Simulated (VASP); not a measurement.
# PbO2 (P4_2/mnm) in VASP: notebook

Runs on PbO2. Level: PBE. Tasks: single point.

Everything below comes from runs of VASP 6.6.1. Logs are shortened: lines on timing, memory, paths and dates and some standing lists are left out, and cuts for length are marked.

### Step 1. The cell of the first run

The structure is tetragonal, space group P4_2/mnm (No. 136). The conventional cell has a = 4.945 Å, b = 4.945 Å, c = 3.409 Å, α = 90.00°, β = 90.00°, γ = 90.00°. Within 2.8 Å of Pb (site symmetry mmm) lie 6 O at 2.15 to 2.17 Å. O (site symmetry m2m) has 3 Pb at 2.15 to 2.17 Å and 1 O at 2.69 Å within 2.8 Å.

### Step 2. Single point, PBE

Input file INCAR:

```
SYSTEM = PbO2
  PREC = Accurate
  ENCUT = 520
  EDIFF = 1E-6
  ISMEAR = -1
  SIGMA = 0.05
  LREAL = .FALSE.
  LASPH = .TRUE.
  NELM = 80
  ALGO = Normal
  ISIF = 2
  LWAVE = .FALSE.
  LCHARG = .TRUE.
  GGA = PE
  LELF = .TRUE.
  LVHAR = .TRUE.
  NBANDS = 35
```

Input file KPOINTS:

```
regular mesh
0
G
  5 5 7
  0 0 0
```

Input file POSCAR:

```
PbO2
1.0
    4.9450102713      0.0000000000      0.0000000000
    0.0000000000      4.9450102713      0.0000000000
    0.0000000000      0.0000000000      3.4090009600
Pb O
2 4
Direct
    0.5000000000      0.5000000000      0.5000000000
    0.0000000000      0.0000000000      0.0000000000
    0.6925710400      0.6925710400      0.0000000000
    0.8074289600      0.1925710400      0.5000000000
    0.1925710400      0.8074289600      0.5000000000
    0.3074289600      0.3074289600      0.0000000000
```

Potentials or basis: VASP PAW PBE potentials, release 64 (Pb_d, O).

The run is started by

```bash
$ cat potpaw_PBE.64/Pb_d/POTCAR potpaw_PBE.64/O/POTCAR > POTCAR
$ mpirun -np 1 vasp_std > vasp.out
```

OUTCAR:

```text
SYSTEM = PbO2
   PREC = Accurate
   ENCUT = 520
   EDIFF = 1E-6
   ISMEAR = -1
   LREAL = .FALSE.
   LASPH = .TRUE.
   NELM = 80
   ISIF = 2
   GGA = PE

 ion  position               nearest neighbor table
   1  0.500  0.500  0.500-   4 2.15   5 2.15   3 2.17   6 2.17   3 2.17   6 2.17   2 3.89   2 3.89
                             2 3.89   2 3.89   2 3.89   2 3.89   2 3.89   2 3.89
   2  0.000  0.000  0.000-   3 2.15   6 2.15   5 2.17   4 2.17   4 2.17   5 2.17   1 3.89   1 3.89
                             1 3.89   1 3.89   1 3.89   1 3.89   1 3.89   1 3.89
   3  0.693  0.693  0.000-   2 2.15   1 2.17   1 2.17
   4  0.807  0.193  0.500-   1 2.15   2 2.17   2 2.17
   5  0.193  0.807  0.500-   1 2.15   2 2.17   2 2.17
   6  0.307  0.307  0.000-   2 2.15   1 2.17   1 2.17

  LATTYP: Found a simple tetragonal cell.
 ALAT       =     4.9450102713
 C/A-ratio  =     0.6893819776

  Lattice vectors:

 A1 = (   4.9450102713,   0.0000000000,   0.0000000000)
 A2 = (   0.0000000000,   4.9450102713,   0.0000000000)
 A3 = (   0.0000000000,   0.0000000000,   3.4090009600)

Analysis of symmetry for initial positions (statically):
=====================================================================
 Subroutine PRICEL returns:
 Original cell was already a primitive cell.

 Routine SETGRP: Setting up the symmetry group for a
 simple tetragonal supercell.

 Subroutine GETGRP returns: Found 16 space group operations
 (whereof  8 operations were pure point group operations)
 out of a pool of 16 trial point group operations.

The static configuration has the point symmetry D_2h.
 The point group associated with its full space group is D_4h.

Analysis of symmetry for dynamics (positions and initial velocities):
=====================================================================
 Subroutine PRICEL returns:
 Original cell was already a primitive cell.

 Routine SETGRP: Setting up the symmetry group for a
 simple tetragonal supercell.

 Subroutine GETGRP returns: Found 16 space group operations
 (whereof  8 operations were pure point group operations)
 out of a pool of 16 trial point group operations.

The dynamic configuration has the point symmetry D_2h.
 The point group associated with its full space group is D_4h.

 Subroutine INISYM returns: Found 16 space group operations
 (whereof  8 operations are pure point group operations),
 and found     1 'primitive' translations

[... 103 lines left out ...]
   EDIFFG = 0.1E-04   stopping-criterion for IOM
   NSW    =      0    number of steps for IOM
   IBRION =     -1    ionic relax: 0-MD 1-quasi-New 2-CG
   NFREE  =      0    steps in history (QN), initial steepest desc. (CG)
   ISIF   =      2    stress and relaxation
   ISYM   =      2    0-nonsym 1-usesym 2-fastsym
   POTIM  = 0.5000    time-step for ionic-motion
   TEBEG  =    0.0;   TEEND  =   0.0 temperature during run
   PSTRESS=    0.0 pullay stress
   NELECT =      52.0000    total number of electrons
   NUPDOWN=      -1.0000    fix difference up-down
   EMIN   =  10.00;   EMAX   =-10.00  energy-range for DOS
   EFERMI =   0.00;   METHOD = LEGACY
   ISMEAR =    -1;   SIGMA  =   0.05  broadening in eV -4-tet -1-fermi 0-gaus
   EFERMI_NEDOS =   21; number of points for ismear=-14 and -15
   IALGO  =     38    algorithm
   IMIX   =      4    mixing-type and parameters
     AMIX     =   0.40;   BMIX     =  1.00
     AMIX_MAG =   1.60;   BMIX_MAG =  1.00
  volume/ion in A,a.u.               =      13.89        93.76
  Fermi-wavevector in a.u.,A,eV,Ry     =   1.398799  2.643348 26.621700  1.956640
  Thomas-Fermi vector in A             =   2.521922
   LORBIT       =      0    0 simple, 1 ext, 2 COOP (PROOUT), +10 PAW based schemes
   GGA     = PE    functional components
   LHFCALC =     F    Hartree Fock is set to
   AEXX    =    0.0000 exact exchange contribution
   IVDW    =     0    specifies the selected vdW correction
   LEPSILON=     F    determine dielectric tensor
   LRPA    =     F    only Hartree local field effects (RPA)
 non-spin polarized calculation
  energy-cutoff  :      520.00
  volume of cell :       83.36
 maximum number of plane-waves:      2271
 NGX is ok and might be reduce to    40
   NGX = 19   NGY = 19   NGZ = 13

 number of electron      52.0000005 magnetization

 Free energy of the ion-electron system (eV)
  ---------------------------------------------------
  ext. energy  EPLUGINS =         0.00000000
  ---------------------------------------------------
  free energy    TOTEN  =       -31.72204452 eV

  energy without entropy =      -31.72002995  energy(sigma->0) =      -31.72103724

 E-fermi :   4.4924     XC(G=0): -10.7160

 val. band max:        4.4893840704   @ k =   0.0000   0.0000   0.0000
 cond. band min:       4.7547585440   @ k =   0.2000   0.0000   0.0000
 fundamental gap:      0.2653744737
 Fermi energy:         4.4923727786

 k-point     1 :       0.0000    0.0000    0.0000
  band No.  band energies     occupation
      1     -13.9484      2.00000
      2     -13.8241      2.00000
      3     -12.1315      2.00000
      4     -12.1315      2.00000
      5     -11.1375      2.00000
      6     -10.9271      2.00000
[... 901 lines left out ...]
     34      14.8841      0.00000
     35      17.3444      0.00000

------------------------ aborting loop because EDIFF is reached ----------------------------------------

  FORCE on cell =-STRESS in cart. coord.  units (eV):
  Direction    XX          YY          ZZ          XY          YZ          ZX
  --------------------------------------------------------------------------------------
  -------------------------------------------------------------------------------------
  Total        4.3810885      4.3810885      4.9793240      0.0000000      0.0000000      0.0000000
  in kB       84.2036827     84.2036827     95.7016544      0.0000000      0.0000000      0.0000000
  external PRESSURE =      88.0363399 kB  Pullay stress =       0.0000000 kB

 VOLUME and BASIS-vectors are now :
 -----------------------------------------------------------------------------
  energy-cutoff  :      520.00
  volume of cell :       83.36
      direct lattice vectors                 reciprocal lattice vectors
     4.945010271  0.000000000  0.000000000     0.202224049  0.000000000  0.000000000
     0.000000000  4.945010271  0.000000000     0.000000000  0.202224049  0.000000000
     0.000000000  0.000000000  3.409000960     0.000000000  0.000000000  0.293341073

 POSITION                                       TOTAL-FORCE (eV/Angst)
 -----------------------------------------------------------------------------------
      2.47251      2.47251      1.70450         0.000000      0.000000      0.000000
      0.00000      0.00000      0.00000         0.000000      0.000000      0.000000
      3.42477      3.42477      0.00000         0.049451      0.049451     -0.000000
      3.99274      0.95227      1.70450        -0.049451      0.049451     -0.000000
      0.95227      3.99274      1.70450         0.049451     -0.049451      0.000000
      1.52024      1.52024      0.00000        -0.049451     -0.049451      0.000000
 -----------------------------------------------------------------------------------
    total drift:                               -0.000000      0.000000      0.000000

  FREE ENERGIE OF THE ION-ELECTRON SYSTEM (eV)
  ---------------------------------------------------
  free  energy   TOTEN  =       -31.7220445190 eV

  energy  without entropy=      -31.7200299512  energy(sigma->0) =      -31.72103724
```

OSZICAR:

```text
N       E                     dE             d eps       ncg     rms          rms(c)
DAV:   1     0.680666626893E+03    0.68067E+03   -0.25860E+04  1688   0.182E+03
DAV:   2     0.552003944572E+02   -0.62547E+03   -0.59410E+03  1813   0.500E+02
DAV:   3    -0.330409731898E+02   -0.88241E+02   -0.85222E+02  2002   0.206E+02
DAV:   4    -0.373895023269E+02   -0.43485E+01   -0.43103E+01  2120   0.480E+01
DAV:   5    -0.375447173472E+02   -0.15522E+00   -0.15473E+00  2205   0.936E+00    0.142E+01
DAV:   6    -0.317088832221E+02    0.58358E+01   -0.17520E+01  2558   0.516E+01    0.441E+00
DAV:   7    -0.317540169884E+02   -0.45134E-01   -0.17206E+00  1888   0.936E+00    0.277E+00
DAV:   8    -0.317482675974E+02    0.57494E-02   -0.36568E-01  2631   0.610E+00    0.117E+00
DAV:   9    -0.317204685386E+02    0.27799E-01   -0.80010E-02  2597   0.390E+00    0.122E-01
DAV:  10    -0.317220915988E+02   -0.16231E-02   -0.10320E-02  1856   0.546E-01    0.126E-01
DAV:  11    -0.317220556683E+02    0.35930E-04   -0.33045E-04  2677   0.191E-01    0.442E-02
DAV:  12    -0.317220473509E+02    0.83174E-05   -0.58174E-05  2472   0.529E-02    0.141E-02
DAV:  13    -0.317220441245E+02    0.32264E-05   -0.15477E-05  2173   0.487E-02    0.610E-03
DAV:  14    -0.317220445190E+02   -0.39446E-06   -0.19245E-06  1453   0.149E-02
   1 F= -.31722045E+02 E0= -.31721037E+02  d E =-.201457E-02
```

It took 2.3 min on 1 thread of Intel Xeon 8259CL, shared host; peak memory 0.22 GiB.

What came out:

- Free energy: -31.7220 eV
- Pressure: 8.8 GPa
- Largest force: 0.070 eV/Å
- Band gap on the k mesh: 0.13 eV (least direct gap 0.42 eV)

Forces in eV/Å, atoms in the order of the input:
```
Pb   0.000  0.000  0.000
Pb   0.000  0.000  0.000
O    0.049  0.049  0.000
O   -0.049  0.049  0.000
O    0.049 -0.049  0.000
O   -0.049 -0.049  0.000
```

Caveat: the cell stands under pressure; spin-orbit coupling is left out, which moves the levels of the heavy elements.

### Step 3. Single point, PBE

This run uses another cell than the first one, of 14.18 Å³/atom.

Input file INCAR:

```
SYSTEM = PbO2
  ALGO = Normal
  EDIFF = 1E-7
  ENCUT = 520
  GGA = PE
  ISIF = 2
  ISMEAR = -1
  LASPH = .TRUE.
  LCHARG = .FALSE.
  LREAL = .FALSE.
  LWAVE = .FALSE.
  NBANDS = 35
  NELM = 100
  PREC = Accurate
  SIGMA = 0.05
```

Input file KPOINTS:

```
k-points
0
G
  5 5 7
  0 0 0
```

Changes to POSCAR since step 2:

```diff
@@ -2,4 +2,4 @@
 1.0
-    4.9450102713      0.0000000000      0.0000000000
-    0.0000000000      4.9450102713      0.0000000000
+    4.9949598700      0.0000000000      0.0000000000
+    0.0000000000      4.9949598700      0.0000000000
     0.0000000000      0.0000000000      3.4090009600
```

Potentials or basis: VASP PAW PBE potentials, release 64 (Pb_d, O).

The run is started by

```bash
$ cat potpaw_PBE.64/Pb_d/POTCAR potpaw_PBE.64/O/POTCAR > POTCAR
$ mpirun -np 1 vasp_std > vasp.out
```

It took 2.2 min on 1 thread of Intel Xeon 8259CL, shared host; peak memory 0.23 GiB.

It converged, with:

```
Free energy            : -31.7974 eV
Pressure               : 5.9 GPa
Largest force          : 0.047 eV/Å
Band gap on the k mesh : 0.13 eV (least direct gap 0.33 eV)
```

Forces on the atoms (eV/Å):
```
Pb   0.000  0.000  0.000
Pb   0.000  0.000  0.000
O    0.033  0.033  0.000
O   -0.033  0.033  0.000
O    0.033 -0.033  0.000
O   -0.033 -0.033  0.000
```

Stress tensor (GPa, compression positive):
```
5.47 0.00 0.00
0.00 5.47 0.00
0.00 0.00 6.75
```

Levels at points of the mesh, in eV from the valence-band top:
| k point | band 24 | band 25 | band 26 | band 27 | band 28 | band 29 |
| --- | --- | --- | --- | --- | --- | --- |
| (0.00, 0.00, 0.00) | -0.56 | -0.54 | -0.54 | 0.13 | 4.28 | 5.94 |

Caveat: the cell stands under pressure; spin-orbit coupling is left out, which moves the levels of the heavy elements.

### Step 4. Single point, PBE

This run uses another cell than the first one, of 14.46 Å³/atom.

Input file INCAR:

```
PREC = Accurate
ENCUT = 520
EDIFF = 1E-7
ISMEAR = -1
SIGMA = 0.05
LREAL = F
LASPH = T
NELM = 60
ALGO = Normal
ISIF = 2
LWAVE = F
LCHARG = F
GGA = PE
NBANDS = 35
```

Input file KPOINTS:

```
Automatic mesh
0
Gamma
  5 5 7
```

Changes to POSCAR since step 3:

```diff
@@ -2,4 +2,4 @@
 1.0
-    4.9949598700      0.0000000000      0.0000000000
-    0.0000000000      4.9949598700      0.0000000000
+    5.0449094687      0.0000000000      0.0000000000
+    0.0000000000      5.0449094687      0.0000000000
     0.0000000000      0.0000000000      3.4090009600
```

The run is started by

```bash
$ cat potpaw_PBE.64/Pb_d/POTCAR potpaw_PBE.64/O/POTCAR > POTCAR
$ mpirun -np 1 vasp_std > vasp.out
```

It took 2.5 min on 1 thread of Intel Xeon 8259CL, shared host; peak memory 0.23 GiB.

Results (log left out):

- Free energy: -31.8439 eV
- Pressure: 3.3 GPa
- Largest force: 0.014 eV/Å
- Band gap on the k mesh: 0.12 eV (least direct gap 0.26 eV)

Forces in eV/Å, atoms in the order of the input:
```
Pb   0.000  0.000  0.000
Pb   0.000  0.000  0.000
O    0.010  0.010  0.000
O   -0.010  0.010  0.000
O    0.010 -0.010  0.000
O   -0.010 -0.010  0.000
```

Stress tensor (GPa, compression positive):
```
2.85 0.00 0.00
0.00 2.85 0.00
0.00 0.00 4.26
```

Levels at points of the mesh, in eV from the valence-band top:
```csv
k point,band 22,band 23,band 24,band 25,band 26,band 27,band 28,band 29,band 30,band 31
"(0.00, 0.00, 0.00)",-0.62,-0.57,-0.57,-0.54,-0.54,0.12,4.15,5.89,5.89,9.64
```

Caveat: the cell stands under pressure; spin-orbit coupling is left out, which moves the levels of the heavy elements. A k mesh can miss the band edges.

### Step 5. Single point, PBE

This run uses another cell than the first one, of 14.75 Å³/atom.

Input file INCAR:

```
  PREC = Accurate
  ENCUT = 520
  EDIFF = 1E-6
  ISMEAR = -1
  SIGMA = 0.05
  LREAL = F
  LASPH = T
  NELM = 80
  ALGO = Normal
  ISIF = 2
  LWAVE = F
  LCHARG = F
  GGA = PE
  NBANDS = 35
```

KPOINTS is that of step 4.

Changes to POSCAR since step 4:

```diff
@@ -2,4 +2,4 @@
 1.0
-    5.0449094687      0.0000000000      0.0000000000
-    0.0000000000      5.0449094687      0.0000000000
+    5.0948590674      0.0000000000      0.0000000000
+    0.0000000000      5.0948590674      0.0000000000
     0.0000000000      0.0000000000      3.4090009600
```

The run is started by

```bash
$ cat potpaw_PBE.64/Pb_d/POTCAR potpaw_PBE.64/O/POTCAR > POTCAR
$ mpirun -np 1 vasp_std > vasp.out
```

Run time: 2.1 min. Hardware: 1 thread of Intel Xeon 8259CL, shared host; peak memory 0.23 GiB.

The run converged. Its results:

* Free energy: -31.8641 eV
* Pressure: 1.0 GPa
* Largest force: 0.028 eV/Å
* Band gap on the k mesh: 0.12 eV (least direct gap 0.20 eV)

Forces in eV/Å, atoms in the order of the input:
```
Pb   0.000  0.000  0.000
Pb   0.000  0.000  0.000
O   -0.019 -0.019  0.000
O    0.019 -0.019  0.000
O   -0.019  0.019  0.000
O    0.019  0.019  0.000
```

Stress tensor (GPa, compression positive):
```
0.53 0.00 0.00
0.00 0.53 0.00
0.00 0.00 2.07
```

Levels at points of the mesh, in eV from the valence-band top:
```csv
k point,band 22,band 23,band 24,band 25,band 26,band 27,band 28,band 29,band 30,band 31
"(0.00, 0.00, 0.00)",-0.64,-0.59,-0.59,-0.54,-0.54,0.12,4.02,5.85,5.85,9.54
```

Caveat: spin-orbit coupling is left out, which moves the levels of the heavy elements.

### Step 6. The runs side by side

```tsv
cell	gap on the mesh (eV)	pressure (GPa)	largest force (eV/Å)
a = 4.945, b = 4.945, c = 3.409 Å, 6 atoms	0.13	8.8	0.07
a = 4.995, b = 4.995, c = 3.409 Å, 6 atoms	0.13	5.9	0.05
a = 5.045, b = 5.045, c = 3.409 Å, 6 atoms	0.12	3.3	0.01
a = 5.095, b = 5.095, c = 3.409 Å, 6 atoms	0.12	1.0	0.03
```

Alike in all rows: task single point; level PBE; potentials or basis VASP PAW PBE potentials, release 64 (Pb_d, O); no spin polarisation; k mesh 5 × 5 × 7; cutoff (eV) 520; smearing fermi-dirac 0.05 eV.

Caveats: spin-orbit coupling is left out, which moves the levels of the heavy elements; the cell stands under pressure (at least some runs).

Total energies depend on the potentials used, so only differences within one code and one set of settings carry meaning.

The gap in the log of VASP goes by the Fermi energy; the results here count the filled bands.